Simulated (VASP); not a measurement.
# Si (P6_3/mmc) in VASP: a series of runs, part 2 of 2

VASP 6.6.1. The steps go on from the part before.

**4. Single point, PBEsol (volume scaled by 0.7)**

INCAR reads:

```
PREC     = Accurate       # precision mode
ENCUT    = 520            # plane-wave cutoff, eV
EDIFF    = 1E-7           # SCF threshold, eV
ISMEAR   = -1             # smearing method
SIGMA    = 0.08           # smearing width, eV
LREAL    = F              # projectors in reciprocal space
LASPH    = T              # aspherical terms in the spheres
NELM     = 80             # most SCF steps
ALGO     = Normal         # electronic algorithm
ISIF     = 2              # what is computed and relaxed
LWAVE    = F              # write WAVECAR
LCHARG   = T              # write CHGCAR
GGA      = PS             # functional
LELF     = T              # ELF
LVHAR    = T            
NBANDS   = 11             # bands
```

KPOINTS reads:

```
regular mesh
0
Gamma
  17 17 9
```

POSCAR reads:

```
Si
1.0
    2.3857357689      0.0000000000      0.0000000000
   -1.1928678844      2.0661077826      0.0000000000
    0.0000000000      0.0000000000      3.9638472180
Si
2
Direct
    0.3333333333      0.6666666667      0.2500000000
    0.6666666667      0.3333333333      0.7500000000
```

Potentials or basis: VASP PAW PBE potentials, release 64 (Si).

Command:

```bash
$ cat potpaw_PBE.64/Si/POTCAR > POTCAR
$ mpirun -np 1 vasp_std > vasp.out
```

OUTCAR:

```text
PREC = Accurate
   ENCUT = 520
   EDIFF = 1E-7
   ISMEAR = -1
   LREAL = F
   LASPH = T
   NELM = 80
   ISIF = 2
   GGA = PS

 ion  position               nearest neighbor table
   1  0.333  0.667  0.250-   2 2.41   2 2.41   2 2.41   2 2.41   2 2.41   2 2.41
   2  0.667  0.333  0.750-   1 2.41   1 2.41   1 2.41   1 2.41   1 2.41   1 2.41

  LATTYP: Found a hexagonal cell.
 ALAT       =     2.3857357689
 C/A-ratio  =     1.6614778844

  Lattice vectors:

 A1 = (   2.3857357689,   0.0000000000,   0.0000000000)
 A2 = (  -1.1928678844,   2.0661077826,   0.0000000000)
 A3 = (   0.0000000000,   0.0000000000,   3.9638472180)

Analysis of symmetry for initial positions (statically):
=====================================================================
 Subroutine PRICEL returns:
 Original cell was already a primitive cell.

 Routine SETGRP: Setting up the symmetry group for a
 hexagonal supercell.

 Subroutine GETGRP returns: Found 24 space group operations
 (whereof 12 operations were pure point group operations)
 out of a pool of 24 trial point group operations.

The static configuration has the point symmetry D_3d.
 The point group associated with its full space group is D_6h.

Analysis of symmetry for dynamics (positions and initial velocities):
=====================================================================
 Subroutine PRICEL returns:
 Original cell was already a primitive cell.

 Routine SETGRP: Setting up the symmetry group for a
 hexagonal supercell.

 Subroutine GETGRP returns: Found 24 space group operations
 (whereof 12 operations were pure point group operations)
 out of a pool of 24 trial point group operations.

The dynamic configuration has the point symmetry D_3d.
 The point group associated with its full space group is D_6h.

 Subroutine INISYM returns: Found 24 space group operations
 (whereof 12 operations are pure point group operations),
 and found     1 'primitive' translations

----------------------------------------------------------------------------------------

                                     Primitive cell

  volume of cell :      19.5385

  direct lattice vectors                    reciprocal lattice vectors
     2.385735769  0.000000000  0.000000000     0.419157902  0.242000928  0.000000000
    -1.192867884  2.066107783  0.000000000     0.000000000  0.484001855  0.000000000
     0.000000000  0.000000000  3.963847218     0.000000000  0.000000000  0.252280157

  length of vectors
     2.385735769  2.385735769  3.963847218     0.484001855  0.484001855  0.252280157

  position of ions in fractional coordinates (direct lattice)
     0.333333333  0.666666667  0.250000000
     0.666666667  0.333333333  0.750000000

  ion indices of the primitive-cell ions
   primitive index   ion index
                 1           1
                 2           2

----------------------------------------------------------------------------------------

 KPOINTS: regular mesh

Automatic generation of k-mesh.
 Grid dimensions read from file:
 generate k-points for:   17   17    9

 Generating k-lattice:

  Cartesian coordinates                     Fractional coordinates (reciprocal lattice)
     0.024656347  0.014235349  0.000000000     0.058823529  0.000000000  0.000000000
     0.000000000  0.028470697  0.000000000     0.000000000  0.058823529  0.000000000
     0.000000000  0.000000000  0.028031129     0.000000000  0.000000000  0.111111111

  Length of vectors
     0.028470697  0.028470697  0.028031129

  Shift w.r.t. Gamma in fractional coordinates (k-lattice)
     0.000000000  0.000000000  0.000000000

 Subroutine IBZKPT returns following result:
 ===========================================

 Found    165 irreducible k-points:

 Following reciprocal coordinates:
            Coordinates               Weight
  0.000000  0.000000  0.000000      1.000000
  0.058824  0.000000  0.000000      6.000000
  0.117647  0.000000  0.000000      6.000000
  0.176471  0.000000  0.000000      6.000000
  0.235294  0.000000  0.000000      6.000000
  0.294118  0.000000  0.000000      6.000000
[... 16 lines left out ...]
  0.411765  0.117647  0.000000     12.000000
  0.176471  0.176471  0.000000      6.000000
 [... further k-points ...]
   k-points           NKPTS =    165   k-points in BZ     NKDIM =    165   number of bands    NBANDS=     11
   number of dos      NEDOS =    301   number of ions     NIONS =      2
   total plane-waves  NPLWV =   9720
   dimension x,y,z NGX =    18 NGY =   18 NGZ =   30
   dimension x,y,z NGXF=    36 NGYF=   36 NGZF=   60
   ions per type =               2
   NGX,Y,Z   is equivalent  to a cutoff of  12.54, 12.54, 12.58 a.u.
   NGXF,Y,Z  is equivalent  to a cutoff of  25.09, 25.09, 25.16 a.u.
 SYSTEM =  unknown system
   PREC   = accura    normal or accurate (medium, high low for compatibility)
   ISTART =      0    job   : 0-new  1-cont  2-samecut
   ICHARG =      2    charge: 1-file 2-atom 10-const
   ISPIN  =      1    spin polarized calculation?
   LNONCOLLINEAR =      F non collinear calculations
   LSORBIT =      F    spin-orbit coupling
   LASPH  =      T    aspherical Exc in radial PAW
   ENCUT  =  520.0 eV  38.22 Ry    6.18 a.u.   4.44  4.44  7.37*2*pi/ulx,y,z
   NELM   =     80;   NELMIN=  2; NELMDL= -5     # of ELM steps
   EDIFF  = 0.1E-06   stopping-criterion for ELM
   LREAL  =      F    real-space projection
   EDIFFG = 0.1E-05   stopping-criterion for IOM
   NSW    =      0    number of steps for IOM
   IBRION =     -1    ionic relax: 0-MD 1-quasi-New 2-CG
   NFREE  =      0    steps in history (QN), initial steepest desc. (CG)
   ISIF   =      2    stress and relaxation
   ISYM   =      2    0-nonsym 1-usesym 2-fastsym
   POTIM  = 0.5000    time-step for ionic-motion
   TEBEG  =    0.0;   TEEND  =   0.0 temperature during run
   PSTRESS=    0.0 pullay stress
   NELECT =       8.0000    total number of electrons
   NUPDOWN=      -1.0000    fix difference up-down
   EMIN   =  10.00;   EMAX   =-10.00  energy-range for DOS
   EFERMI =   0.00;   METHOD = LEGACY
   ISMEAR =    -1;   SIGMA  =   0.08  broadening in eV -4-tet -1-fermi 0-gaus
   EFERMI_NEDOS =   21; number of points for ismear=-14 and -15
   IALGO  =     38    algorithm
   IMIX   =      4    mixing-type and parameters
     AMIX     =   0.40;   BMIX     =  1.00
     AMIX_MAG =   1.60;   BMIX_MAG =  1.00
  volume/ion in A,a.u.               =       9.77        65.93
  Fermi-wavevector in a.u.,A,eV,Ry     =   1.215647  2.297239 20.106652  1.477797
  Thomas-Fermi vector in A             =   2.351027
   LORBIT       =      0    0 simple, 1 ext, 2 COOP (PROOUT), +10 PAW based schemes
   GGA     = PS    functional components
   LHFCALC =     F    Hartree Fock is set to
   AEXX    =    0.0000 exact exchange contribution
   IVDW    =     0    specifies the selected vdW correction
   LEPSILON=     F    determine dielectric tensor
   LRPA    =     F    only Hartree local field effects (RPA)
 non-spin polarized calculation
  energy-cutoff  :      520.00
  volume of cell :       19.54
 maximum number of plane-waves:       549
 NGX is ok and might be reduce to    18
   NGX =  9   NGY =  9   NGZ = 15

 number of electron       8.0000000 magnetization

 Free energy of the ion-electron system (eV)
  ---------------------------------------------------
  ext. energy  EPLUGINS =         0.00000000
  ---------------------------------------------------
  free energy    TOTEN  =        -9.28779261 eV

  energy without entropy =       -9.27446845  energy(sigma->0) =       -9.28113053

 E-fermi :  16.0713     XC(G=0): -12.8960

 val. band max:       16.0640555901   @ k =   0.3529   0.1176   0.2222
 cond. band min:      16.0876503900   @ k =   0.3529   0.1765   0.4444
 fundamental gap:      0.0235947999
 Fermi energy:        16.0712763455

 k-point     1 :       0.0000    0.0000    0.0000
  band No.  band energies     occupation
      1      -2.4146      2.00000
      2       6.2610      2.00000
      3       6.8962      2.00000
      4      27.9803      0.00000
      5      27.9803      0.00000
      6      28.1001      0.00000
      7      28.1001      0.00000
      8      28.8091      0.00000
      9      32.4382      0.00000
     10      33.1509      0.00000
     11      34.5691      0.00000
[... 309 lines left out ...]
 k-point    24 :       0.1765    0.1765    0.0000
  band No.  band energies     occupation
      1       0.7237      2.00000
      2       9.1952      2.00000
      3       9.7297      2.00000
      4      15.7568      1.96153
      5      16.4418      0.01930
      6      23.2867      0.00000
      7      24.1995      0.00000
      8      25.0813      0.00000
      9      25.5562      0.00000
     10      31.2682      0.00000
     11      32.8313      0.00000

 [... further k-points ...]
[... 5 lines left out ...]
  --------------------------------------------------------------------------------------
  -------------------------------------------------------------------------------------
  Total        9.5105599      9.5105599      9.5480753      0.0000000      0.0000000      0.0000000
  in kB      779.8740070    779.8740070    782.9503000      0.0000000      0.0000000      0.0000000
  external PRESSURE =     780.8994380 kB  Pullay stress =       0.0000000 kB

 VOLUME and BASIS-vectors are now :
 -----------------------------------------------------------------------------
  energy-cutoff  :      520.00
  volume of cell :       19.54
      direct lattice vectors                 reciprocal lattice vectors
     2.385735769  0.000000000  0.000000000     0.419157902  0.242000928  0.000000000
    -1.192867884  2.066107783  0.000000000     0.000000000  0.484001855  0.000000000
     0.000000000  0.000000000  3.963847218     0.000000000  0.000000000  0.252280157

 POSITION                                       TOTAL-FORCE (eV/Angst)
 -----------------------------------------------------------------------------------
     -0.00000      1.37741      0.99096        -0.000000      0.000000      0.000000
      1.19287      0.68870      2.97289         0.000000     -0.000000      0.000000
 -----------------------------------------------------------------------------------
    total drift:                                0.000000     -0.000000     -0.000000

  FREE ENERGIE OF THE ION-ELECTRON SYSTEM (eV)
  ---------------------------------------------------
  free  energy   TOTEN  =        -9.2877926126 eV

  energy  without entropy=       -9.2744684525  energy(sigma->0) =       -9.28113053
```

Wall time 20 s (1 thread of Intel Xeon Platinum 8259CL at 2.50GHz (Skylake/Cascade Lake), shared host); peak memory 0.14 GiB.

Results:

| Quantity | Value |
| --- | --- |
| Free energy | -9.2878 eV |
| Pressure | 78.1 GPa |
| Band gap on the k mesh | zero (band 4 reaches 27.98 eV, above the bottom of band 5 at 12.49 eV) |

Stress tensor (GPa, compression positive):
```
77.99  0.00  0.00
 0.00 77.99  0.00
 0.00  0.00 78.30
```

Levels at points of the mesh, in eV from the Fermi level:
```
           k point  band 1  band 2  band 3  band 4  band 5  band 6  band 7  band 8
(0.00, 0.00, 0.00)  -18.49   -9.81   -9.18   11.91   11.91   12.03   12.03   12.74
```

Caveat: the PAW data sets were made with another functional, which shifts forces and pressure a little.
